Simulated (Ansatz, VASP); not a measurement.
# Zr in VASP and in Ansatz

INCAR

```
  PREC = Accurate
  ENCUT = 600
  EDIFF = 1E-6
  ISMEAR = -1
  SIGMA = 0.05
  LREAL = F
  LASPH = T
  NELM = 60
  ALGO = Normal
  ISIF = 3
  LWAVE = F
  LCHARG = F
  GGA = RE
  IBRION = 2
  NSW = 60
  EDIFFG = -0.01
```

KPOINTS

```
regular mesh
0
Gamma
  9 9 5
```

File POSCAR:

```
Zr
1.0
    3.2320000000      0.0000000000      0.0000000000
   -1.6160000000      2.7989941050      0.0000000000
    0.0000000000      0.0000000000      5.1470000000
Zr
2
Direct
    0.6666666667      0.3333333333      0.7500000000
    0.3333333333      0.6666666667      0.2500000000
```

The input input.yaml:

```yaml
crystal:
  lattice:
    - [3.232, 0.0, 0.0]
    - [-1.616, 2.798994105, 0.0]
    - [0.0, 0.0, 5.147]
  atoms:
    - { symbol: Zr, position: [0.6666666667, 0.3333333333, 0.75] }
    - { symbol: Zr, position: [0.3333333333, 0.6666666667, 0.25] }
hamiltonian:
  xc: revpbe
  pseudopotentials: { kind: paw }
kpoints:
  mp_grid: { grid: [9, 9, 5] }
scf:
  occupations: { method: fermi_dirac, width: 0.05 }
output:
  forces: true
  stress: true
  eigenvalues: true
relax:
  f_tol: 0.01
  max_steps: 40
  cell: { stress_tol: 0.05 }
```

Alike in both runs: task relaxation of cell and atoms; functional revPBE; k mesh 9 × 9 × 5; occupations fermi-dirac, width 0.05 eV; no spin polarisation.

|  | VASP | Ansatz |
| --- | --- | --- |
| version | VASP 6.6.1 | Ansatz 0.2.0 |
| potentials or method | VASP PAW PBE potentials, release 64 (Zr_sv) | Ansatz PAW |
| plane-wave cutoff (eV) | 600 | 420 |
| valence electrons in the cell | 24 | 24 |

|  | VASP | Ansatz | Ansatz less VASP |
| --- | --- | --- | --- |
| gap on the k mesh at the Fermi level, each at its own relaxed structure (eV) | none | none | - |
| relaxed volume (Å³/atom) | 23.80 | 23.79 | -0.003 |
| relaxed length of the cell vector where the two differ most in proportion (Å) | 5.204 | 5.206 | +0.0027 |

VASP's potentials were made for PBE, not for revPBE. A gap of «none» marks a metal or a gap that the smearing closes.

Noted on Ansatz's run: the plane-wave basis is chosen anew once the cell has moved, so the energies of steps on either side of that aren't comparable.
